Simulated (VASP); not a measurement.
# Bi2Te2Se (R-3m) in VASP: single point with PBEsol

Aim: the single point of Bi2Te2Se with PBEsol.

Everything below comes from runs of VASP 6.6.1. Logs are shortened: lines on timing, memory, paths and dates and some standing lists are left out, and cuts for length are marked.

## 1. The cell of the first run

It takes space group R-3m (No. 166, trigonal). The conventional cell has a = 4.289 Å, b = 4.289 Å, c = 29.850 Å, α = 90.00°, β = 90.00°, γ = 120.00°. Bi (site symmetry 3m) has 3 Te at 3.04 Å and 3 Se at 3.08 Å within 4.0 Å. Within 4.0 Å of Te (site symmetry 3m) lie 3 Bi at 3.04 Å and 3 Te at 3.72 Å. Se (site symmetry -3m) has 6 Bi at 3.08 Å within 4.0 Å.

## 2. Single point, PBEsol

File INCAR:

```
PREC     = Accurate       # precision mode
ENCUT    = 520            # plane-wave cutoff, eV
EDIFF    = 1E-7           # SCF threshold, eV
ISMEAR   = 0              # smearing method
SIGMA    = 0.02           # smearing width, eV
LREAL    = F              # projectors in reciprocal space
LASPH    = T              # aspherical terms in the spheres
NELM     = 100            # most SCF steps
ALGO     = Normal         # electronic algorithm
ISIF     = 2              # what is computed and relaxed
LWAVE    = F              # write WAVECAR
LCHARG   = F              # write CHGCAR
GGA      = PS             # functional
NBANDS   = 32             # bands
```

File KPOINTS:

```
regular mesh
0
Gamma
  9 9 9
```

File POSCAR:

```
Bi2Te2Se
1.0
    2.1444179739      1.2380802945      9.9501340776
   -2.1444179739      1.2380802945      9.9501340776
    0.0000000000     -2.4761605890      9.9501340776
Bi Te Se
2 2 1
Direct
    0.6055837720      0.6055837720      0.6055837720
    0.3944162280      0.3944162280      0.3944162280
    0.2130884017      0.2130884017      0.2130884017
    0.7869115983      0.7869115983      0.7869115983
    0.0000000000      0.0000000000      0.0000000000
```

Potentials or basis: VASP PAW PBE potentials, release 64 (Bi_d, Te, Se).

Run with:

```
> cat potpaw_PBE.64/Bi_d/POTCAR potpaw_PBE.64/Te/POTCAR potpaw_PBE.64/Se/POTCAR > POTCAR
> mpirun -np 1 vasp_std > vasp.out
```

OUTCAR:

```text
PREC = Accurate
   ENCUT = 520
   EDIFF = 1E-7
   ISMEAR = 0
   LREAL = F
   LASPH = T
   NELM = 100
   ISIF = 2
   GGA = PS

 ion  position               nearest neighbor table
   1  0.606  0.606  0.606-   3 3.04   3 3.04   3 3.04   5 3.08   5 3.08   5 3.08
   2  0.394  0.394  0.394-   4 3.04   4 3.04   4 3.04   5 3.08   5 3.08   5 3.08
   3  0.213  0.213  0.213-   1 3.04   1 3.04   1 3.04
   4  0.787  0.787  0.787-   2 3.04   2 3.04   2 3.04
   5  0.000  0.000  0.000-   1 3.08   1 3.08   2 3.08   2 3.08   1 3.08   2 3.08

  LATTYP: Found a trigonal (rhomboedric) cell.
 ALAT       =    10.2536110432
 COS(alpha) =     0.9125227353

  Lattice vectors:

 A1 = (   2.1444179739,   1.2380802945,   9.9501340776)
 A2 = (  -2.1444179739,   1.2380802945,   9.9501340776)
 A3 = (   0.0000000000,  -2.4761605890,   9.9501340776)

Analysis of symmetry for initial positions (statically):
=====================================================================
 Subroutine PRICEL returns:
 Original cell was already a primitive cell.

 Routine SETGRP: Setting up the symmetry group for a
 trigonal (rhombohedral) supercell.

 Subroutine GETGRP returns: Found 12 space group operations
 (whereof 12 operations were pure point group operations)
 out of a pool of 12 trial point group operations.

The static configuration has the point symmetry D_3d.

Analysis of symmetry for dynamics (positions and initial velocities):
=====================================================================
 Subroutine PRICEL returns:
 Original cell was already a primitive cell.

 Routine SETGRP: Setting up the symmetry group for a
 trigonal (rhombohedral) supercell.

 Subroutine GETGRP returns: Found 12 space group operations
 (whereof 12 operations were pure point group operations)
 out of a pool of 12 trial point group operations.

The dynamic configuration has the point symmetry D_3d.

 Subroutine INISYM returns: Found 12 space group operations
 (whereof 12 operations are pure point group operations),
 and found     1 'primitive' translations

----------------------------------------------------------------------------------------

                                     Primitive cell

  volume of cell :     158.5033

  direct lattice vectors                    reciprocal lattice vectors
     2.144417974  1.238080295  9.950134078     0.233163500  0.134617009  0.033500386
    -2.144417974  1.238080295  9.950134078    -0.233163500  0.134617009  0.033500386
     0.000000000 -2.476160589  9.950134078     0.000000000 -0.269234019  0.033500386

  length of vectors
    10.253611043 10.253611043 10.253611043     0.271310215  0.271310215  0.271310215

  position of ions in fractional coordinates (direct lattice)
     0.605583772  0.605583772  0.605583772
     0.394416228  0.394416228  0.394416228
     0.213088402  0.213088402  0.213088402
     0.786911598  0.786911598  0.786911598
     0.000000000  0.000000000  0.000000000

  ion indices of the primitive-cell ions
   primitive index   ion index
                 1           1
                 2           2
                 3           3
                 4           4
                 5           5

----------------------------------------------------------------------------------------

 KPOINTS: regular mesh

Automatic generation of k-mesh.
 Grid dimensions read from file:
 generate k-points for:    9    9    9

 Generating k-lattice:

  Cartesian coordinates                     Fractional coordinates (reciprocal lattice)
     0.025907056  0.014957445  0.003722265     0.111111111 -0.000000000  0.000000000
    -0.025907056  0.014957445  0.003722265    -0.000000000  0.111111111  0.000000000
     0.000000000 -0.029914891  0.003722265     0.000000000  0.000000000  0.111111111

  Length of vectors
     0.030145579  0.030145579  0.030145579

  Shift w.r.t. Gamma in fractional coordinates (k-lattice)
     0.000000000  0.000000000  0.000000000

 Subroutine IBZKPT returns following result:
 ===========================================

 Found     85 irreducible k-points:

 Following reciprocal coordinates:
            Coordinates               Weight
  0.000000  0.000000  0.000000      1.000000
  0.111111 -0.000000  0.000000      6.000000
  0.222222 -0.000000  0.000000      6.000000
  0.333333 -0.000000  0.000000      6.000000
  0.444444 -0.000000  0.000000      6.000000
  0.111111  0.111111  0.000000      6.000000
[... 16 lines left out ...]
 -0.333333  0.333333  0.000000      6.000000
  0.444444  0.444444  0.000000      6.000000
 [... further k-points ...]
   k-points           NKPTS =     85   k-points in BZ     NKDIM =     85   number of bands    NBANDS=     32
   number of dos      NEDOS =    301   number of ions     NIONS =      5
   total plane-waves  NPLWV = 512000
   dimension x,y,z NGX =    80 NGY =   80 NGZ =   80
   dimension x,y,z NGXF=   160 NGYF=  160 NGZF=  160
   ions per type =               2   2   1
   NGX,Y,Z   is equivalent  to a cutoff of  12.97, 12.97, 12.97 a.u.
   NGXF,Y,Z  is equivalent  to a cutoff of  25.94, 25.94, 25.94 a.u.
 SYSTEM =  unknown system
   PREC   = accura    normal or accurate (medium, high low for compatibility)
   ISTART =      0    job   : 0-new  1-cont  2-samecut
   ICHARG =      2    charge: 1-file 2-atom 10-const
   ISPIN  =      1    spin polarized calculation?
   LNONCOLLINEAR =      F non collinear calculations
   LSORBIT =      F    spin-orbit coupling
   LASPH  =      T    aspherical Exc in radial PAW
   ENCUT  =  520.0 eV  38.22 Ry    6.18 a.u.  19.06 19.06 19.06*2*pi/ulx,y,z
   NELM   =    100;   NELMIN=  2; NELMDL= -5     # of ELM steps
   EDIFF  = 0.1E-06   stopping-criterion for ELM
   LREAL  =      F    real-space projection
   EDIFFG = 0.1E-05   stopping-criterion for IOM
   NSW    =      0    number of steps for IOM
   IBRION =     -1    ionic relax: 0-MD 1-quasi-New 2-CG
   NFREE  =      0    steps in history (QN), initial steepest desc. (CG)
   ISIF   =      2    stress and relaxation
   ISYM   =      2    0-nonsym 1-usesym 2-fastsym
   POTIM  = 0.5000    time-step for ionic-motion
   TEBEG  =    0.0;   TEEND  =   0.0 temperature during run
   PSTRESS=    0.0 pullay stress
   NELECT =      48.0000    total number of electrons
   NUPDOWN=      -1.0000    fix difference up-down
   EMIN   =  10.00;   EMAX   =-10.00  energy-range for DOS
   EFERMI =   0.00;   METHOD = LEGACY
   ISMEAR =     0;   SIGMA  =   0.02  broadening in eV -4-tet -1-fermi 0-gaus
   EFERMI_NEDOS =   21; number of points for ismear=-14 and -15
   IALGO  =     38    algorithm
   IMIX   =      4    mixing-type and parameters
     AMIX     =   0.40;   BMIX     =  1.00
     AMIX_MAG =   1.60;   BMIX_MAG =  1.00
  volume/ion in A,a.u.               =      31.70       213.93
  Fermi-wavevector in a.u.,A,eV,Ry     =   1.099366  2.077501 16.444087  1.208606
  Thomas-Fermi vector in A             =   2.235760
   LORBIT       =      0    0 simple, 1 ext, 2 COOP (PROOUT), +10 PAW based schemes
   GGA     = PS    functional components
   LHFCALC =     F    Hartree Fock is set to
   AEXX    =    0.0000 exact exchange contribution
   IVDW    =     0    specifies the selected vdW correction
   LEPSILON=     F    determine dielectric tensor
   LRPA    =     F    only Hartree local field effects (RPA)
 non-spin polarized calculation
 Gauss-broadening in eV      SIGMA  =   0.02
  energy-cutoff  :      520.00
  volume of cell :      158.50
 maximum number of plane-waves:      4294
 NGX is ok and might be reduce to    80
   NGX = 39   NGY = 39   NGZ = 39

 number of electron      48.0000000 magnetization

 Free energy of the ion-electron system (eV)
  ---------------------------------------------------
  ext. energy  EPLUGINS =         0.00000000
  ---------------------------------------------------
  free energy    TOTEN  =       -20.96313551 eV

  energy without entropy =      -20.96310632  energy(sigma->0) =      -20.96312092

 E-fermi :   5.8667     XC(G=0):  -9.5950

 val. band max:        5.8618214739   @ k =   0.0000   0.0000   0.0000
 cond. band min:       5.8715209057   @ k =   0.0000   0.0000   0.0000
 fundamental gap:      0.0096994318
 Fermi energy:         5.8666711898

 k-point     1 :       0.0000    0.0000    0.0000
  band No.  band energies     occupation
      1     -17.2520      2.00000
      2     -17.2520      2.00000
      3     -17.2490      2.00000
      4     -17.2490      2.00000
      5     -17.2408      2.00000
      6     -17.2389      2.00000
[... 24 lines left out ...]
     31      11.3124      0.00000
     32      11.4130      0.00000

 k-point     2 :       0.1111   -0.0000    0.0000
  band No.  band energies     occupation
      1     -17.2534      2.00000
      2     -17.2502      2.00000
      3     -17.2500      2.00000
      4     -17.2473      2.00000
      5     -17.2400      2.00000
      6     -17.2390      2.00000
[... 24 lines left out ...]
     31      10.6841      0.00000
     32      11.1226      0.00000

 k-point     3 :       0.2222   -0.0000    0.0000
  band No.  band energies     occupation
      1     -17.2574      2.00000
      2     -17.2529      2.00000
      3     -17.2464      2.00000
      4     -17.2436      2.00000
      5     -17.2418      2.00000
      6     -17.2374      2.00000
[... 24 lines left out ...]
     31       9.8891      0.00000
     32      11.3238      0.00000

 k-point     4 :       0.3333   -0.0000    0.0000
  band No.  band energies     occupation
      1     -17.2627      2.00000
      2     -17.2568      2.00000
      3     -17.2449      2.00000
      4     -17.2442      2.00000
      5     -17.2405      2.00000
      6     -17.2388      2.00000
[... 654 lines left out ...]
     31      10.2214      0.00000
     32      12.0837      0.00000

 k-point    23 :      -0.3333    0.3333    0.0000
  band No.  band energies     occupation
      1     -17.2565      2.00000
      2     -17.2541      2.00000
      3     -17.2541      2.00000
      4     -17.2444      2.00000
      5     -17.2356      2.00000
      6     -17.2356      2.00000
[... 24 lines left out ...]
     31      11.5800      0.00000
     32      12.0099      0.00000

 k-point    24 :       0.4444    0.4444    0.0000
  band No.  band energies     occupation
      1     -17.2665      2.00000
      2     -17.2595      2.00000
      3     -17.2457      2.00000
      4     -17.2452      2.00000
      5     -17.2401      2.00000
      6     -17.2391      2.00000
[... 24 lines left out ...]
     31      10.5503      0.00000
     32      11.6432      0.00000

 [... further k-points ...]

------------------------ aborting loop because EDIFF is reached ----------------------------------------

  FORCE on cell =-STRESS in cart. coord.  units (eV):
  Direction    XX          YY          ZZ          XY          YZ          ZX
  --------------------------------------------------------------------------------------
  -------------------------------------------------------------------------------------
  Total        0.0253188      0.0253188      0.0253163      0.0000000     -0.0000000      0.0000000
  in kB        0.2559269      0.2559269      0.2559016      0.0000000     -0.0000000      0.0000000
  external PRESSURE =       0.2559184 kB  Pullay stress =       0.0000000 kB

 VOLUME and BASIS-vectors are now :
 -----------------------------------------------------------------------------
  energy-cutoff  :      520.00
  volume of cell :      158.50
      direct lattice vectors                 reciprocal lattice vectors
     2.144417974  1.238080295  9.950134078     0.233163500  0.134617009  0.033500386
    -2.144417974  1.238080295  9.950134078    -0.233163500  0.134617009  0.033500386
     0.000000000 -2.476160589  9.950134078     0.000000000 -0.269234019  0.033500386

 POSITION                                       TOTAL-FORCE (eV/Angst)
 -----------------------------------------------------------------------------------
      0.00000      0.00000     18.07692         0.000000      0.000000      0.011782
      0.00000      0.00000     11.77348         0.000000     -0.000000     -0.011782
      0.00000      0.00000      6.36077         0.000000      0.000000     -0.020135
      0.00000      0.00000     23.48963         0.000000     -0.000000      0.020135
      0.00000      0.00000      0.00000         0.000000      0.000000      0.000000
 -----------------------------------------------------------------------------------
    total drift:                               -0.000000      0.000000      0.000000

  FREE ENERGIE OF THE ION-ELECTRON SYSTEM (eV)
  ---------------------------------------------------
  free  energy   TOTEN  =       -20.9631355120 eV

  energy  without entropy=      -20.9631063229  energy(sigma->0) =      -20.96312092
```

Wall time 47 min (1 thread of Intel Xeon Platinum 8375C at 2.90GHz (Ice Lake), shared host); peak memory 1.1 GiB.

What came out:

```
Free energy            : -20.9631 eV
Pressure               : 0.0 GPa
Largest force          : 0.020 eV/Å
Band gap on the k mesh : 0.01 eV
```

Forces in eV/Å, atoms in the order of the input:
```
Bi   0.000  0.000  0.012
Bi   0.000  0.000 -0.012
Te   0.000  0.000 -0.020
Te   0.000  0.000  0.020
Se   0.000  0.000  0.000
```

Levels at points of the mesh, in eV from the valence-band top:
| k point | band 21 | band 22 | band 23 | band 24 | band 25 | band 26 | band 27 | band 28 |
| --- | --- | --- | --- | --- | --- | --- | --- | --- |
| (0.00, 0.00, 0.00) | -1.51 | -0.94 | -0.94 | 0.00 | 0.01 | 0.84 | 0.84 | 1.93 |

Caveat: the PAW data sets were made with another functional, which shifts forces and pressure a little; spin-orbit coupling is left out, which moves the levels of the heavy elements.
